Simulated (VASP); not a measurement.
# Os (Fd-3m) in VASP: a series of runs, part 2 of 2

VASP 6.6.1. The steps go on from the part before.

## (5) Single point, PBE (16.72 Å³/atom)

This run uses another cell than the first one, of 16.72 Å³/atom.

INCAR

```
SYSTEM = Os
ALGO = Normal
EDIFF = 1E-6
ENCUT = 520
GGA = PE
ISIF = 2
ISMEAR = -1
LASPH = .TRUE.
LCHARG = .FALSE.
LREAL = .FALSE.
LWAVE = .FALSE.
NBANDS = 15
NELM = 100
PREC = Accurate
SIGMA = 0.08
```

KPOINTS

```
k-points
0
G
  13 13 13
  0 0 0
```

POSCAR

```
Os
1.0
    0.0000000000      2.5572727749      2.5572727749
    2.5572727749      0.0000000000      2.5572727749
    2.5572727749      2.5572727749      0.0000000000
Os
2
Direct
   -0.1250000000     -0.1250000000     -0.1250000000
    0.1250000000      0.1250000000      0.1250000000
```

Potentials or basis: VASP PAW PBE potentials, release 64 (Os).

Run with:

```sh
cat potpaw_PBE.64/Os/POTCAR > POTCAR
mpirun -np 1 vasp_std > vasp.out
```

OUTCAR:

```text
SYSTEM = Os
   EDIFF = 1E-6
   ENCUT = 520
   GGA = PE
   ISIF = 2
   ISMEAR = -1
   LASPH = .TRUE.
   LREAL = .FALSE.
   NELM = 100
   PREC = Accurate

 ion  position               nearest neighbor table
   1  0.875  0.875  0.875-   2 2.21   2 2.21   2 2.21   2 2.21
   2  0.125  0.125  0.125-   1 2.21   1 2.21   1 2.21   1 2.21

  LATTYP: Found a face centered cubic cell.
 ALAT       =     5.1145455498

  Lattice vectors:

 A1 = (   0.0000000000,   2.5572727749,   2.5572727749)
 A2 = (   2.5572727749,   0.0000000000,   2.5572727749)
 A3 = (   2.5572727749,   2.5572727749,   0.0000000000)

Analysis of symmetry for initial positions (statically):
=====================================================================
 Subroutine PRICEL returns:
 Original cell was already a primitive cell.

 Routine SETGRP: Setting up the symmetry group for a
 face centered cubic supercell.

 Subroutine GETGRP returns: Found 48 space group operations
 (whereof 12 operations were pure point group operations)
 out of a pool of 48 trial point group operations.

The static configuration has the point symmetry D_3d.
 The point group associated with its full space group is O_h .

Analysis of symmetry for dynamics (positions and initial velocities):
=====================================================================
 Subroutine PRICEL returns:
 Original cell was already a primitive cell.

 Routine SETGRP: Setting up the symmetry group for a
 face centered cubic supercell.

 Subroutine GETGRP returns: Found 48 space group operations
 (whereof 12 operations were pure point group operations)
 out of a pool of 48 trial point group operations.

The dynamic configuration has the point symmetry D_3d.
 The point group associated with its full space group is O_h .

 Subroutine INISYM returns: Found 48 space group operations
 (whereof 12 operations are pure point group operations),
 and found     1 'primitive' translations

----------------------------------------------------------------------------------------

                                     Primitive cell

  volume of cell :      33.4473

  direct lattice vectors                    reciprocal lattice vectors
     0.000000000  2.557272775  2.557272775    -0.195520793  0.195520793  0.195520793
     2.557272775  0.000000000  2.557272775     0.195520793 -0.195520793  0.195520793
     2.557272775  2.557272775  0.000000000     0.195520793  0.195520793 -0.195520793

  length of vectors
     3.616529841  3.616529841  3.616529841     0.338651947  0.338651947  0.338651947

  position of ions in fractional coordinates (direct lattice)
     0.875000000  0.875000000  0.875000000
     0.125000000  0.125000000  0.125000000

  ion indices of the primitive-cell ions
   primitive index   ion index
                 1           1
                 2           2

----------------------------------------------------------------------------------------

 KPOINTS: k-points

Automatic generation of k-mesh.
 Grid dimensions read from file:
 generate k-points for:   13   13   13

 Generating k-lattice:

  Cartesian coordinates                     Fractional coordinates (reciprocal lattice)
    -0.015040061  0.015040061  0.015040061     0.076923077  0.000000000  0.000000000
     0.015040061 -0.015040061  0.015040061     0.000000000  0.076923077  0.000000000
     0.015040061  0.015040061 -0.015040061     0.000000000  0.000000000  0.076923077

  Length of vectors
     0.026050150  0.026050150  0.026050150

  Shift w.r.t. Gamma in fractional coordinates (k-lattice)
     0.000000000  0.000000000  0.000000000

 Subroutine IBZKPT returns following result:
 ===========================================

 Found     84 irreducible k-points:

 Following reciprocal coordinates:
            Coordinates               Weight
  0.000000  0.000000  0.000000      1.000000
  0.076923  0.000000  0.000000      8.000000
  0.153846  0.000000  0.000000      8.000000
  0.230769  0.000000  0.000000      8.000000
  0.307692  0.000000  0.000000      8.000000
  0.384615  0.000000  0.000000      8.000000
[... 16 lines left out ...]
  0.384615  0.153846  0.000000     24.000000
  0.461538  0.153846  0.000000     24.000000
 [... further k-points ...]
   k-points           NKPTS =     84   k-points in BZ     NKDIM =     84   number of bands    NBANDS=     15
   number of dos      NEDOS =    301   number of ions     NIONS =      2
   total plane-waves  NPLWV =  21952
   dimension x,y,z NGX =    28 NGY =   28 NGZ =   28
   dimension x,y,z NGXF=    56 NGYF=   56 NGZF=   56
   ions per type =               2
   NGX,Y,Z   is equivalent  to a cutoff of  12.87, 12.87, 12.87 a.u.
   NGXF,Y,Z  is equivalent  to a cutoff of  25.74, 25.74, 25.74 a.u.
 SYSTEM =  Os
   PREC   = accura    normal or accurate (medium, high low for compatibility)
   ISTART =      0    job   : 0-new  1-cont  2-samecut
   ICHARG =      2    charge: 1-file 2-atom 10-const
   ISPIN  =      1    spin polarized calculation?
   LNONCOLLINEAR =      F non collinear calculations
   LSORBIT =      F    spin-orbit coupling
   LASPH  =      T    aspherical Exc in radial PAW
   ENCUT  =  520.0 eV  38.22 Ry    6.18 a.u.   6.72  6.72  6.72*2*pi/ulx,y,z
   NELM   =    100;   NELMIN=  2; NELMDL= -5     # of ELM steps
   EDIFF  = 0.1E-05   stopping-criterion for ELM
   LREAL  =      F    real-space projection
   EDIFFG = 0.1E-04   stopping-criterion for IOM
   NSW    =      0    number of steps for IOM
   IBRION =     -1    ionic relax: 0-MD 1-quasi-New 2-CG
   NFREE  =      0    steps in history (QN), initial steepest desc. (CG)
   ISIF   =      2    stress and relaxation
   ISYM   =      2    0-nonsym 1-usesym 2-fastsym
   POTIM  = 0.5000    time-step for ionic-motion
   TEBEG  =    0.0;   TEEND  =   0.0 temperature during run
   PSTRESS=    0.0 pullay stress
   NELECT =      16.0000    total number of electrons
   NUPDOWN=      -1.0000    fix difference up-down
   EMIN   =  10.00;   EMAX   =-10.00  energy-range for DOS
   EFERMI =   0.00;   METHOD = LEGACY
   ISMEAR =    -1;   SIGMA  =   0.08  broadening in eV -4-tet -1-fermi 0-gaus
   EFERMI_NEDOS =   21; number of points for ismear=-14 and -15
   IALGO  =     38    algorithm
   IMIX   =      4    mixing-type and parameters
     AMIX     =   0.40;   BMIX     =  1.00
     AMIX_MAG =   1.60;   BMIX_MAG =  1.00
  volume/ion in A,a.u.               =      16.72       112.86
  Fermi-wavevector in a.u.,A,eV,Ry     =   1.280347  2.419505 22.303882  1.639289
  Thomas-Fermi vector in A             =   2.412780
   LORBIT       =      0    0 simple, 1 ext, 2 COOP (PROOUT), +10 PAW based schemes
   GGA     = PE    functional components
   LHFCALC =     F    Hartree Fock is set to
   AEXX    =    0.0000 exact exchange contribution
   IVDW    =     0    specifies the selected vdW correction
   LEPSILON=     F    determine dielectric tensor
   LRPA    =     F    only Hartree local field effects (RPA)
 non-spin polarized calculation
  energy-cutoff  :      520.00
  volume of cell :       33.45
 maximum number of plane-waves:       918
   NGX = 13   NGY = 13   NGZ = 13

 number of electron      15.9999999 magnetization

 Free energy of the ion-electron system (eV)
  ---------------------------------------------------
  ext. energy  EPLUGINS =         0.00000000
  ---------------------------------------------------
  free energy    TOTEN  =       -18.04548270 eV

  energy without entropy =      -18.02171684  energy(sigma->0) =      -18.03359977

 E-fermi :   7.2716     XC(G=0): -12.5425

 val. band max:        7.2310870481   @ k =  -0.4615   0.1538   0.0769
 cond. band min:       7.3058834175   @ k =   0.2308   0.2308   0.0000
 fundamental gap:      0.0747963694
 Fermi energy:         7.2715840954

 k-point     1 :       0.0000    0.0000    0.0000
  band No.  band energies     occupation
      1      -1.9038      2.00000
      2       1.4343      2.00000
      3       1.4343      2.00000
      4       2.7793      2.00000
      5       2.7793      2.00000
      6       2.7793      2.00000
      7       6.5846      1.99963
      8       6.5846      1.99963
      9       6.5846      1.99963
     10      11.0696      0.00000
     11      11.0696      0.00000
     12      19.1804      0.00000
     13      20.3080      0.00000
     14      20.7229      0.00000
[... 401 lines left out ...]
      2       1.1028      2.00000
      3       2.0055      2.00000
      4       2.0941      2.00000
      5       2.6124      2.00000
      6       3.5963      2.00000
      7       5.3863      2.00000
      8       7.1191      1.74113
      9       7.7638      0.00425
     10       9.6051      0.00000
     11      10.6473      0.00000
     12      11.9885      0.00000
     13      17.2317      0.00000
     14      17.6446      0.00000
     15      18.9728      0.00000

 [... further k-points ...]
[... 5 lines left out ...]
  --------------------------------------------------------------------------------------
  -------------------------------------------------------------------------------------
  Total       17.7682232     17.7682232     17.7682232     -0.0000000      0.0000000      0.0000000
  in kB      851.1251456    851.1251456    851.1251456     -0.0000000      0.0000000      0.0000000
  external PRESSURE =     851.1251456 kB  Pullay stress =       0.0000000 kB

 VOLUME and BASIS-vectors are now :
 -----------------------------------------------------------------------------
  energy-cutoff  :      520.00
  volume of cell :       33.45
      direct lattice vectors                 reciprocal lattice vectors
     0.000000000  2.557272775  2.557272775    -0.195520793  0.195520793  0.195520793
     2.557272775  0.000000000  2.557272775     0.195520793 -0.195520793  0.195520793
     2.557272775  2.557272775  0.000000000     0.195520793  0.195520793 -0.195520793

 POSITION                                       TOTAL-FORCE (eV/Angst)
 -----------------------------------------------------------------------------------
      4.47523      4.47523      4.47523         0.000000     -0.000000     -0.000000
      0.63932      0.63932      0.63932        -0.000000      0.000000      0.000000
 -----------------------------------------------------------------------------------
    total drift:                                0.000000     -0.000000     -0.000000

  FREE ENERGIE OF THE ION-ELECTRON SYSTEM (eV)
  ---------------------------------------------------
  free  energy   TOTEN  =       -18.0454827029 eV

  energy  without entropy=      -18.0217168377  energy(sigma->0) =      -18.03359977
```

OSZICAR:

```text
N       E                     dE             d eps       ncg     rms          rms(c)
DAV:   1     0.100291503675E+03    0.10029E+03   -0.72067E+03  2520   0.998E+02
DAV:   2    -0.138519070697E+02   -0.11414E+03   -0.98376E+02  2681   0.316E+02
DAV:   3    -0.186065718699E+02   -0.47547E+01   -0.46280E+01  3234   0.570E+01
DAV:   4    -0.186379876260E+02   -0.31416E-01   -0.31388E-01  2793   0.494E+00
DAV:   5    -0.186381509661E+02   -0.16334E-03   -0.16334E-03  3220   0.342E-01    0.198E+01
DAV:   6    -0.182437262179E+02    0.39442E+00   -0.11552E-01  2912   0.247E+00    0.116E+01
DAV:   7    -0.180479178042E+02    0.19581E+00   -0.15021E-01  2618   0.288E+00    0.973E-01
DAV:   8    -0.180455727194E+02    0.23451E-02   -0.12356E-02  2646   0.105E+00    0.199E-01
DAV:   9    -0.180455471224E+02    0.25597E-04   -0.21248E-04  3045   0.147E-01    0.846E-02
DAV:  10    -0.180454830224E+02    0.64100E-04   -0.24949E-05  2877   0.541E-02    0.409E-03
DAV:  11    -0.180454827029E+02    0.31954E-06   -0.55613E-07  1855   0.623E-03
   1 F= -.18045483E+02 E0= -.18033600E+02  d E =-.237659E-01
```

stdout:

```text
POSCAR found type information on POSCAR Os
 POSCAR found :  1 types and       2 ions
 scaLAPACK will be used
 LDA part: xc-table for (Slater+PW92), standard interpolation
 POSCAR, INCAR and KPOINTS ok, starting setup
 FFT: planning ... GRIDC
 FFT: planning ... GRID_SOFT
 FFT: planning ... GRID
 WAVECAR not read
 entering main loop
```

It took 16 s on 1 thread of Intel Xeon 6975P-C (Granite Rapids), shared host; peak memory 0.17 GiB.

Results:

```yaml
Free_energy: -18.0455 eV
Pressure: 85.1 GPa
Band_gap_on_the_k_mesh: zero (bands 8 and 9 overlap by 1.52 eV)
```

Caveat: the cell stands under pressure; spin-orbit coupling is left out, which moves the levels of the heavy elements.

## (6) Single point, PBE (18.87 Å³/atom)

This run uses another cell than the first one, of 18.87 Å³/atom.

INCAR

```
PREC     = Accurate       # precision mode
ENCUT    = 520            # plane-wave cutoff, eV
EDIFF    = 1E-7           # SCF threshold, eV
ISMEAR   = -1             # smearing method
SIGMA    = 0.08           # smearing width, eV
LREAL    = False          # projectors in reciprocal space
LASPH    = True           # aspherical terms in the spheres
NELM     = 80             # most SCF steps
ALGO     = Normal         # electronic algorithm
ISIF     = 2              # what is computed and relaxed
LWAVE    = False          # write WAVECAR
LCHARG   = False          # write CHGCAR
GGA      = PE             # functional
NBANDS   = 15             # bands
```

KPOINTS

```
Automatic mesh
0
Gamma
  13 13 13
```

POSCAR

```
Os
1.0
    0.0000000000      2.6621942735      2.6621942735
    2.6621942735      0.0000000000      2.6621942735
    2.6621942735      2.6621942735      0.0000000000
Os
2
Direct
   -0.1250000000     -0.1250000000     -0.1250000000
    0.1250000000      0.1250000000      0.1250000000
```

Potentials or basis: VASP PAW PBE potentials, release 64 (Os).

Run with:

```sh
cat potpaw_PBE.64/Os/POTCAR > POTCAR
mpirun -np 1 vasp_std > vasp.out
```

OUTCAR:

```text
PREC = Accurate
   ENCUT = 520
   EDIFF = 1E-7
   ISMEAR = -1
   LREAL = False
   LASPH = True
   NELM = 80
   ISIF = 2
   GGA = PE

 ion  position               nearest neighbor table
   1  0.875  0.875  0.875-   2 2.31   2 2.31   2 2.31   2 2.31
   2  0.125  0.125  0.125-   1 2.31   1 2.31   1 2.31   1 2.31

  LATTYP: Found a face centered cubic cell.
 ALAT       =     5.3243885470

  Lattice vectors:

 A1 = (   0.0000000000,   2.6621942735,   2.6621942735)
 A2 = (   2.6621942735,   0.0000000000,   2.6621942735)
 A3 = (   2.6621942735,   2.6621942735,   0.0000000000)
[... 609 lines left out ...]
     11       8.6375      0.00000
     12       9.9086      0.00000
     13      14.7478      0.00000
     14      15.0655      0.00000
     15      16.7848      0.00000

 [... further k-points ...]
[... 5 lines left out ...]
  --------------------------------------------------------------------------------------
  -------------------------------------------------------------------------------------
  Total        7.7935756      7.7935756      7.7935756      0.0000000     -0.0000000     -0.0000000
  in kB      330.9010193    330.9010193    330.9010193      0.0000000     -0.0000000     -0.0000000
  external PRESSURE =     330.9010193 kB  Pullay stress =       0.0000000 kB

 VOLUME and BASIS-vectors are now :
 -----------------------------------------------------------------------------
  energy-cutoff  :      520.00
  volume of cell :       37.74
      direct lattice vectors                 reciprocal lattice vectors
     0.000000000  2.662194273  2.662194273    -0.187814993  0.187814993  0.187814993
     2.662194273  0.000000000  2.662194273     0.187814993 -0.187814993  0.187814993
     2.662194273  2.662194273  0.000000000     0.187814993  0.187814993 -0.187814993

 POSITION                                       TOTAL-FORCE (eV/Angst)
 -----------------------------------------------------------------------------------
      4.65884      4.65884      4.65884        -0.000000     -0.000000     -0.000000
      0.66555      0.66555      0.66555         0.000000      0.000000      0.000000
 -----------------------------------------------------------------------------------
    total drift:                                0.000000     -0.000000     -0.000000

  FREE ENERGIE OF THE ION-ELECTRON SYSTEM (eV)
  ---------------------------------------------------
  free  energy   TOTEN  =       -19.5645189604 eV

  energy  without entropy=      -19.5359626608  energy(sigma->0) =      -19.55024081
```

stdout:

```text
POSCAR found type information on POSCAR Os
 POSCAR found :  1 types and       2 ions
 scaLAPACK will be used
 LDA part: xc-table for (Slater+PW92), standard interpolation
 POSCAR, INCAR and KPOINTS ok, starting setup
 FFT: planning ... GRIDC
 FFT: planning ... GRID_SOFT
 FFT: planning ... GRID
 WAVECAR not read
 entering main loop
```

Wall time 17 s (1 thread of Intel Xeon 6975P-C (Granite Rapids), shared host); peak memory 0.18 GiB.

Results:

| Quantity | Value |
| --- | --- |
| Free energy | -19.5645 eV |
| Pressure | 33.1 GPa |
| Band gap on the k mesh | zero (bands 8 and 9 overlap by 1.35 eV) |

Caveat: the cell stands under pressure; spin-orbit coupling is left out, which moves the levels of the heavy elements.

## (7) Overview

| cell | gap on the mesh (eV) | pressure (GPa) |
| --- | --- | --- |
| a = 3.276 Å, angles 60.0°, 2 atoms | none | 341.6 |
| a = 3.455 Å, angles 60.0°, 2 atoms | none | 176.6 |
| a = 3.617 Å, angles 60.0°, 2 atoms | none | 85.1 |
| a = 3.765 Å, angles 60.0°, 2 atoms | none | 33.1 |

Alike in all rows: task single point; level PBE; potentials or basis VASP PAW PBE potentials, release 64 (Os); no spin polarisation; k mesh 13 × 13 × 13; cutoff (eV) 520; smearing fermi-dirac 0.08 eV.

Caveats: the cell stands under pressure; spin-orbit coupling is left out, which moves the levels of the heavy elements; atoms lie so close that the PAW spheres overlap strongly, which falsifies energies and pressures (at least some runs).

Absolute energies hang on the potentials; compare differences alone.
